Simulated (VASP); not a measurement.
Write the native input for VASP 6.6.1 that does the following.

- Task: single point
- Functional: PBEsol
- Potentials or basis: VASP PAW PBE potentials, release 64 (Cd, F)
- Cutoff: 520 eV
- k mesh: 8 × 8 × 8
- Occupations: gaussian, width 0.05 eV
- Spin: no spin polarisation
- Dipole correction: no
- Further INCAR settings: ALGO = Normal; EDIFF = 1e-06; NBANDS = 20

The structure of CdF2 lies in POSCAR:

```
CdF2
1.0
    0.0000000000      2.7282922851      2.6210703983
    2.7282922851      0.0000000000      2.6210703983
    2.7282922851      2.7282922851      0.0000000000
Cd F
1 2
Direct
    0.0000000000      0.0000000000      0.0000000000
    0.2500000000      0.2500000000      0.2500000000
    0.7500000000      0.7500000000      0.7500000000
```

The input as run:

INCAR

```
SYSTEM = CdF2
  ALGO = Normal
  EDIFF = 1E-6
  ENCUT = 520
  GGA = PS
  ISIF = 2
  ISMEAR = 0
  LASPH = .True.
  LCHARG = .True.
  LELF = .True.
  LREAL = .False.
  LVHAR = .True.
  LWAVE = .False.
  NBANDS = 20
  NELM = 80
  PREC = Accurate
  SIGMA = 0.05
```

KPOINTS

```
k-points
0
Gamma
  8 8 8
  0 0 0
```

Potentials or basis: VASP PAW PBE potentials, release 64 (Cd, F).

Command:

```bash
$ cat potpaw_PBE.64/Cd/POTCAR potpaw_PBE.64/F/POTCAR > POTCAR
$ mpirun -np 1 vasp_std > vasp.out
```

Results of the run:

The pressure is 0.8 GPa. The band gap on the k mesh is 2.86 eV (least direct gap 3.35 eV).

Caveat: the PAW data sets were made with another functional, which shifts forces and pressure a little.

Run time: 25 s on 1 thread of Intel(R) Xeon(R) Platinum 8488C (Sapphire Rapids), on a shared host, peak memory 0.19 GiB.
